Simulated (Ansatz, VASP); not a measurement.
## Tl2Br3: VASP beside Ansatz

```
CELL_PARAMETERS angstrom
4.93887 0.00000 0.00000
-2.46944 4.27719 0.00000
0.00000 0.00000 8.26255
ATOMIC_POSITIONS crystal
Tl 0.33333 0.66667 0.20501
Tl 0.66667 0.33333 0.79499
Br 0.00000 0.00000 0.00000
Br 0.33333 0.66667 0.65919
Br 0.66667 0.33333 0.34081
```

Alike in both runs: functional r2SCAN; k mesh 6 × 6 × 4; occupations gaussian, width 0.1 eV; no spin polarisation.

Ansatz relaxed the structure, and its values are those at the end. VASP's run is a single point on that final structure, the one shown.

```csv
,VASP,Ansatz
version,VASP 6.6.1,Ansatz 0.2.0
potentials or method,"VASP PAW PBE potentials, release 64 (Tl_d, Br), cutoff 520 eV","scalar-relativistic, plane waves, PAW"
valence electrons in the cell,47,47
```

```csv
,VASP,Ansatz,Ansatz less VASP
gap on the k mesh at the Fermi level (eV),none,none,-
pressure (GPa),-0.2,-0.2,+0.01
rms of the force components (eV/Å),0.008,0.007,-0.0013
```

VASP's potentials were made for PBE, not for r2SCAN. A gap of «none» marks a metal or a gap that the smearing closes.

Neither program's run includes spin-orbit coupling.
